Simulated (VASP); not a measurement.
Cl, 8 atoms in the cell. The structure is orthorhombic, space group Cmce (No. 64). The conventional cell has a = 6.591 Å, b = 4.069 Å, c = 8.092 Å, α = 90.00°, β = 90.00°, γ = 90.00°. Cl (site symmetry m) has 1 Cl at 2.03 Å within 2.7 Å. 

| Quantity | Value |
| --- | --- |
| Program | VASP 6.6.1 |
| Task | single point |
| Functional | PBE |
| Dispersion | D3(BJ) |
| Potentials or basis | VASP PAW PBE potentials, release 64 (Cl) |
| Cutoff | 520 eV |
| k mesh | 4 × 8 × 4 |
| Occupations | gaussian, width 0.02 eV |
| Spin | no spin polarisation |
| Dipole correction | no |
| Further INCAR settings | ALGO = Normal; EDIFF = 1e-06; NBANDS = 38 |

Potentials or basis: VASP PAW PBE potentials, release 64 (Cl).

Run with:

```console
$ cat potpaw_PBE.64/Cl/POTCAR > POTCAR
$ mpirun -np 1 vasp_std > vasp.out
```

Hardware: 1 thread of Intel Xeon 8259CL (shared host).

Task: How long does it take, and how much memory?

Result: It took 8.4 min on 1 thread of Intel Xeon 8259CL (shared host), peak memory 0.43 GiB. Counts: scf iterations 14, k points 45.
